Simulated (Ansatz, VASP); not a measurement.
## One calculation of YMn3, two programs

```
Mn Y
1.0
     4.10086    0.00000    0.00000
     0.00000    4.10086    0.00000
     0.00000    0.00000    4.10086
Mn Y
3 1
Direct
  0.00000 0.50000 0.50000
  0.50000 0.00000 0.50000
  0.50000 0.50000 0.00000
  0.00000 0.00000 0.00000
```

Alike in both runs: task relaxation of cell and atoms; functional PBE; k mesh 10 × 10 × 10; occupations gaussian, width 0.1 eV; no spin polarisation.

|  | VASP | Ansatz |
| --- | --- | --- |
| version | VASP 6.6.1 | Ansatz 0.2.0 |
| potentials or method | VASP PAW PBE potentials, release 64 (Mn_pv, Y_sv), cutoff 600 eV | scalar-relativistic, plane waves, PAW |
| valence electrons in the cell | 50 | 56 |

Ansatz gave:

| Item | Value |
| --- | --- |
| gap on the k mesh at the Fermi level, each at its own relaxed structure (eV) | none |
| relaxed volume (Å³/atom) | 14.72 |
| relaxed cell length with the largest relative difference (Å) | 3.890 |

Q: Which values does VASP return?

A: gap on the k mesh at the Fermi level, each at its own relaxed structure (eV): none; relaxed volume (Å³/atom): 14.70; relaxed cell length with the largest relative difference (Å): 3.889.

A gap of «none» marks a metal or a gap that the smearing closes. VASP's potentials hold 50 valence electrons a cell and Ansatz's 56, so a difference there can come from the potentials and not from the codes.
